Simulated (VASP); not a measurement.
Input of a VASP 6.6.1 run:

INCAR

```
PREC     = Accurate       # precision mode
ENCUT    = 520            # plane-wave cutoff, eV
EDIFF    = 1E-6           # SCF threshold, eV
ISMEAR   = 0              # smearing method
SIGMA    = 0.15           # smearing width, eV
LREAL    = F              # projectors in reciprocal space
LASPH    = T              # aspherical terms in the spheres
NELM     = 100            # most SCF steps
ALGO     = Normal         # electronic algorithm
ISIF     = 2              # what is computed and relaxed
LWAVE    = F              # write WAVECAR
LCHARG   = F              # write CHGCAR
GGA      = PE             # functional
NBANDS   = 14             # bands
```

Contents of KPOINTS:

```
Automatic mesh
0
Gamma
  20 20 20
```

File POSCAR:

```
HfN
1.0
   -0.9487205506      1.8974411011      1.8974411011
    1.8974411011     -0.9487205506      1.8974411011
    1.8974411011      1.8974411011     -0.9487205506
Hf N
1 1
Direct
    0.0000000000      0.0000000000      0.0000000000
    0.5000000000      0.5000000000      0.5000000000
```

Potentials or basis: VASP PAW PBE potentials, release 64 (Hf_pv, N).

Run with:

```bash
$ cat potpaw_PBE.64/Hf_pv/POTCAR potpaw_PBE.64/N/POTCAR > POTCAR
$ mpirun -np 1 vasp_std > vasp.out
```

Problem. What does it give for the pressure?

Solution. -7.4 GPa.
